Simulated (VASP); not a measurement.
# InSe (P6_3/mmc) in VASP: single point with PBEsol

Aim: the single point of InSe with PBEsol.

All numbers are computed with VASP 6.6.1; they aren't measurements. Logs are shortened: lines on timing, memory, paths and dates and some standing lists are left out, and cuts for length are marked.

## Step 1: The cell of the first run

The structure is hexagonal, space group P6_3/mmc (No. 194). Conventional cell: a = 4.006 Å, b = 4.006 Å, c = 16.998 Å, α = 90.00°, β = 90.00°, γ = 120.00°. Within 3.5 Å of In (site symmetry 3m) lie 3 Se at 2.64 Å and 1 In at 2.78 Å. Within 3.5 Å of Se (site symmetry 3m) lie 3 In at 2.64 Å.

## Step 2: Single point, PBEsol

File INCAR:

```
SYSTEM = InSe
PREC     = Accurate       ! precision mode
ENCUT    = 520            ! plane-wave cutoff, eV
EDIFF    = 1E-6           ! SCF threshold, eV
ISMEAR   = 0              ! smearing method
SIGMA    = 0.02           ! smearing width, eV
LREAL    = .False.        ! projectors in reciprocal space
LASPH    = .True.         ! aspherical terms in the spheres
NELM     = 100            ! most SCF steps
ALGO     = Normal         ! electronic algorithm
ISIF     = 2              ! what is computed and relaxed
LWAVE    = .False.        ! write WAVECAR
LCHARG   = .False.        ! write CHGCAR
GGA      = PS             ! functional
NBANDS   = 48             ! bands
```

File KPOINTS:

```
Automatic mesh
0
Gamma
  12 12 2
  0 0 0
```

File POSCAR:

```
InSe
1.0
    4.0058745417     -0.0000000029      0.0000000000
   -2.0029372684      3.4691891189      0.0000000000
    0.0000000000      0.0000000000     16.9980231208
In Se
4 4
Direct
    0.3333333333      0.6666666667      0.3316827683
    0.6666666667      0.3333333333      0.8316827683
    0.6666666667      0.3333333333      0.6683172317
    0.3333333333      0.6666666667      0.1683172317
    0.3333333333      0.6666666667      0.5930667397
    0.6666666667      0.3333333333      0.0930667397
    0.6666666667      0.3333333333      0.4069332603
    0.3333333333      0.6666666667      0.9069332603
```

Potentials or basis: VASP PAW PBE potentials, release 64 (In_d, Se).

Run with:

```console
> cat potpaw_PBE.64/In_d/POTCAR potpaw_PBE.64/Se/POTCAR > POTCAR
> mpirun -np 1 vasp_std > vasp.out
```

OUTCAR:

```text
SYSTEM = InSe
   PREC = Accurate
   ENCUT = 520
   EDIFF = 1E-6
   ISMEAR = 0
   LREAL = .False.
   LASPH = .True.
   NELM = 100
   ISIF = 2
   GGA = PS

 ion  position               nearest neighbor table
   1  0.333  0.667  0.332-   7 2.64   7 2.64   7 2.64   4 2.78
   2  0.667  0.333  0.832-   8 2.64   8 2.64   8 2.64   3 2.78
   3  0.667  0.333  0.668-   5 2.64   5 2.64   5 2.64   2 2.78
   4  0.333  0.667  0.168-   6 2.64   6 2.64   6 2.64   1 2.78
   5  0.333  0.667  0.593-   3 2.64   3 2.64   3 2.64
   6  0.667  0.333  0.093-   4 2.64   4 2.64   4 2.64
   7  0.667  0.333  0.407-   1 2.64   1 2.64   1 2.64
   8  0.333  0.667  0.907-   2 2.64   2 2.64   2 2.64

  LATTYP: Found a hexagonal cell.
 ALAT       =     4.0058745417
 C/A-ratio  =     4.2432739577

  Lattice vectors:

 A1 = (   4.0058745417,  -0.0000000029,   0.0000000000)
 A2 = (  -2.0029372684,   3.4691891189,   0.0000000000)
 A3 = (   0.0000000000,   0.0000000000,  16.9980231208)

Analysis of symmetry for initial positions (statically):
=====================================================================
 Subroutine PRICEL returns:
 Original cell was already a primitive cell.

 Routine SETGRP: Setting up the symmetry group for a
 hexagonal supercell.

 Subroutine GETGRP returns: Found 24 space group operations
 (whereof 12 operations were pure point group operations)
 out of a pool of 24 trial point group operations.

The static configuration has the point symmetry D_3d.
 The point group associated with its full space group is D_6h.

Analysis of symmetry for dynamics (positions and initial velocities):
=====================================================================
 Subroutine PRICEL returns:
 Original cell was already a primitive cell.

 Routine SETGRP: Setting up the symmetry group for a
 hexagonal supercell.

 Subroutine GETGRP returns: Found 24 space group operations
 (whereof 12 operations were pure point group operations)
 out of a pool of 24 trial point group operations.

The dynamic configuration has the point symmetry D_3d.
 The point group associated with its full space group is D_6h.

 Subroutine INISYM returns: Found 24 space group operations
 (whereof 12 operations are pure point group operations),
 and found     1 'primitive' translations

----------------------------------------------------------------------------------------

                                     Primitive cell

  volume of cell :     236.2238

  direct lattice vectors                    reciprocal lattice vectors
     4.005874542 -0.000000003  0.000000000     0.249633380  0.144125899  0.000000000
    -2.002937268  3.469189119  0.000000000     0.000000000  0.288251798  0.000000000
     0.000000000  0.000000000 16.998023121     0.000000000  0.000000000  0.058830371

  length of vectors
     4.005874542  4.005874542 16.998023121     0.288251798  0.288251798  0.058830371

  position of ions in fractional coordinates (direct lattice)
     0.333333333  0.666666667  0.331682768
     0.666666667  0.333333333  0.831682768
     0.666666667  0.333333333  0.668317232
     0.333333333  0.666666667  0.168317232
     0.333333333  0.666666667  0.593066740
     0.666666667  0.333333333  0.093066740
     0.666666667  0.333333333  0.406933260
     0.333333333  0.666666667  0.906933260

  ion indices of the primitive-cell ions
   primitive index   ion index
                 1           1
                 2           2
                 3           3
                 4           4
                 5           5
                 6           6
                 7           7
                 8           8

----------------------------------------------------------------------------------------

 KPOINTS: Automatic mesh

Automatic generation of k-mesh.
 Grid dimensions read from file:
 generate k-points for:   12   12    2

 Generating k-lattice:

  Cartesian coordinates                     Fractional coordinates (reciprocal lattice)
     0.020802782  0.012010492  0.000000000     0.083333333  0.000000000  0.000000000
     0.000000000  0.024020983  0.000000000     0.000000000  0.083333333  0.000000000
     0.000000000  0.000000000  0.029415185     0.000000000  0.000000000  0.500000000

  Length of vectors
     0.024020983  0.024020983  0.029415185

  Shift w.r.t. Gamma in fractional coordinates (k-lattice)
     0.000000000  0.000000000  0.000000000

 Subroutine IBZKPT returns following result:
 ===========================================

 Found     38 irreducible k-points:

 Following reciprocal coordinates:
            Coordinates               Weight
  0.000000  0.000000  0.000000      1.000000
  0.083333 -0.000000  0.000000      6.000000
  0.166667 -0.000000  0.000000      6.000000
  0.250000  0.000000  0.000000      6.000000
  0.333333 -0.000000  0.000000      6.000000
  0.416667 -0.000000  0.000000      6.000000
[... 16 lines left out ...]
  0.250000  0.000000  0.500000      6.000000
  0.333333 -0.000000  0.500000      6.000000
 [... further k-points ...]
   k-points           NKPTS =     38   k-points in BZ     NKDIM =     38   number of bands    NBANDS=     48
   number of dos      NEDOS =    301   number of ions     NIONS =      8
   total plane-waves  NPLWV = 113400
   dimension x,y,z NGX =    30 NGY =   30 NGZ =  126
   dimension x,y,z NGXF=    60 NGYF=   60 NGZF=  252
   ions per type =               4   4
   NGX,Y,Z   is equivalent  to a cutoff of  12.45, 12.45, 12.32 a.u.
   NGXF,Y,Z  is equivalent  to a cutoff of  24.90, 24.90, 24.65 a.u.
 SYSTEM =  InSe
   PREC   = accura    normal or accurate (medium, high low for compatibility)
   ISTART =      0    job   : 0-new  1-cont  2-samecut
   ICHARG =      2    charge: 1-file 2-atom 10-const
   ISPIN  =      1    spin polarized calculation?
   LNONCOLLINEAR =      F non collinear calculations
   LSORBIT =      F    spin-orbit coupling
   LASPH  =      T    aspherical Exc in radial PAW
   ENCUT  =  520.0 eV  38.22 Ry    6.18 a.u.   7.45  7.45 31.61*2*pi/ulx,y,z
   NELM   =    100;   NELMIN=  2; NELMDL= -5     # of ELM steps
   EDIFF  = 0.1E-05   stopping-criterion for ELM
   LREAL  =      F    real-space projection
   EDIFFG = 0.1E-04   stopping-criterion for IOM
   NSW    =      0    number of steps for IOM
   IBRION =     -1    ionic relax: 0-MD 1-quasi-New 2-CG
   NFREE  =      0    steps in history (QN), initial steepest desc. (CG)
   ISIF   =      2    stress and relaxation
   ISYM   =      2    0-nonsym 1-usesym 2-fastsym
   POTIM  = 0.5000    time-step for ionic-motion
   TEBEG  =    0.0;   TEEND  =   0.0 temperature during run
   PSTRESS=    0.0 pullay stress
   NELECT =      76.0000    total number of electrons
   NUPDOWN=      -1.0000    fix difference up-down
   EMIN   =  10.00;   EMAX   =-10.00  energy-range for DOS
   EFERMI =   0.00;   METHOD = LEGACY
   ISMEAR =     0;   SIGMA  =   0.02  broadening in eV -4-tet -1-fermi 0-gaus
   EFERMI_NEDOS =   21; number of points for ismear=-14 and -15
   IALGO  =     38    algorithm
   IMIX   =      4    mixing-type and parameters
     AMIX     =   0.40;   BMIX     =  1.00
     AMIX_MAG =   1.60;   BMIX_MAG =  1.00
  volume/ion in A,a.u.               =      29.53       199.26
  Fermi-wavevector in a.u.,A,eV,Ry     =   1.121772  2.119843 17.121211  1.258374
  Thomas-Fermi vector in A             =   2.258428
   LORBIT       =      0    0 simple, 1 ext, 2 COOP (PROOUT), +10 PAW based schemes
   GGA     = PS    functional components
   LHFCALC =     F    Hartree Fock is set to
   AEXX    =    0.0000 exact exchange contribution
   IVDW    =     0    specifies the selected vdW correction
   LEPSILON=     F    determine dielectric tensor
   LRPA    =     F    only Hartree local field effects (RPA)
 non-spin polarized calculation
 Gauss-broadening in eV      SIGMA  =   0.02
  energy-cutoff  :      520.00
  volume of cell :      236.22
 maximum number of plane-waves:      6408
 NGX is ok and might be reduce to    30
   NGX = 15   NGY = 15   NGZ = 63

 number of electron      75.9999992 magnetization

 Free energy of the ion-electron system (eV)
  ---------------------------------------------------
  ext. energy  EPLUGINS =         0.00000000
  ---------------------------------------------------
  free energy    TOTEN  =       -31.19598360 eV

  energy without entropy =      -31.19598360  energy(sigma->0) =      -31.19598360

 E-fermi :   3.9514     XC(G=0):  -9.0399

 val. band max:        3.8075969040   @ k =   0.0000   0.0000   0.0000
 cond. band min:       4.2284924340   @ k =   0.0000   0.0000   0.0000
 fundamental gap:      0.4208955300
 Fermi energy:         3.9514392309

 k-point     1 :       0.0000    0.0000    0.0000
  band No.  band energies     occupation
      1     -10.8801      2.00000
      2     -10.8798      2.00000
      3     -10.6823      2.00000
      4     -10.6823      2.00000
      5     -10.6820      2.00000
      6     -10.6820      2.00000
[... 40 lines left out ...]
     47       9.0459      0.00000
     48       9.2873      0.00000

 k-point     2 :       0.0833   -0.0000    0.0000
  band No.  band energies     occupation
      1     -10.8801      2.00000
      2     -10.8798      2.00000
      3     -10.7124      2.00000
      4     -10.7087      2.00000
      5     -10.6812      2.00000
      6     -10.6809      2.00000
[... 40 lines left out ...]
     47       8.8687      0.00000
     48       9.1518      0.00000

 k-point     3 :       0.1667   -0.0000    0.0000
  band No.  band energies     occupation
      1     -10.8860      2.00000
      2     -10.8851      2.00000
      3     -10.7742      2.00000
      4     -10.7657      2.00000
      5     -10.7121      2.00000
      6     -10.7012      2.00000
[... 1060 lines left out ...]
     47       8.4490      0.00000
     48       8.4490      0.00000

 k-point    24 :       0.3333   -0.0000    0.5000
  band No.  band energies     occupation
      1     -10.9653      2.00000
      2     -10.9653      2.00000
      3     -10.8540      2.00000
      4     -10.8540      2.00000
      5     -10.8172      2.00000
      6     -10.8172      2.00000
[... 40 lines left out ...]
     47       8.4307      0.00000
     48       8.4307      0.00000

 [... further k-points ...]
[... 5 lines left out ...]
  --------------------------------------------------------------------------------------
  -------------------------------------------------------------------------------------
  Total        0.0830679      0.0830679      0.0498937     -0.0000000      0.0000000      0.0000000
  in kB        0.5634042      0.5634042      0.3384015     -0.0000000      0.0000000      0.0000000
  external PRESSURE =       0.4884033 kB  Pullay stress =       0.0000000 kB

 VOLUME and BASIS-vectors are now :
 -----------------------------------------------------------------------------
  energy-cutoff  :      520.00
  volume of cell :      236.22
      direct lattice vectors                 reciprocal lattice vectors
     4.005874542 -0.000000003  0.000000000     0.249633380  0.144125899  0.000000000
    -2.002937268  3.469189119  0.000000000     0.000000000  0.288251798  0.000000000
     0.000000000  0.000000000 16.998023121     0.000000000  0.000000000  0.058830371

 POSITION                                       TOTAL-FORCE (eV/Angst)
 -----------------------------------------------------------------------------------
      0.00000      2.31279      5.63795        -0.000000      0.000000     -0.018355
      2.00294      1.15640     14.13696         0.000000     -0.000000     -0.018355
      2.00294      1.15640     11.36007        -0.000000     -0.000000      0.018355
      0.00000      2.31279      2.86106         0.000000      0.000000      0.018355
      0.00000      2.31279     10.08096        -0.000000      0.000000     -0.017542
      2.00294      1.15640      1.58195         0.000000     -0.000000     -0.017542
      2.00294      1.15640      6.91706         0.000000     -0.000000      0.017542
      0.00000      2.31279     15.41607        -0.000000      0.000000      0.017542
 -----------------------------------------------------------------------------------
    total drift:                               -0.000000      0.000000      0.000000

  FREE ENERGIE OF THE ION-ELECTRON SYSTEM (eV)
  ---------------------------------------------------
  free  energy   TOTEN  =       -31.1959836010 eV

  energy  without entropy=      -31.1959836010  energy(sigma->0) =      -31.19598360
```

Run time: 7.2 min. Hardware: 1 thread of AMD EPYC 7R43 (Zen 3), shared host; peak memory 0.5 GiB.

Results:

- Free energy: -31.1960 eV
- Pressure: 0.0 GPa
- Largest force: 0.018 eV/Å
- Band gap on the k mesh: 0.42 eV

Forces on the atoms (eV/Å):
```
In   0.000  0.000 -0.018
In   0.000  0.000 -0.018
In   0.000  0.000  0.018
In   0.000  0.000  0.018
Se   0.000  0.000 -0.018
Se   0.000  0.000 -0.018
Se   0.000  0.000  0.018
Se   0.000  0.000  0.018
```

Levels at points of the mesh, in eV from the valence-band top:
```tsv
k point	band 36	band 37	band 38	band 39	band 40	band 41
(0.00, 0.00, 0.00)	-1.05	-1.05	0.00	0.42	1.67	2.10
(0.50, 0.00, 0.00)	-2.00	-1.98	-1.38	1.21	1.23	1.88
(0.00, 0.00, 0.50)	-1.08	-0.87	-0.87	1.21	1.21	2.11
(0.50, 0.00, 0.50)	-2.05	-1.69	-1.69	1.47	1.47	1.62
```

Caveat: semilocal functionals underestimate gaps, and a narrow one can read as zero; the PAW data sets were made with another functional, which shifts forces and pressure a little; spin-orbit coupling is left out, which moves the levels of the heavy elements; this functional lacks dispersion, which binds layers or chains, so the pressure and a relaxed spacing across them are unreliable.
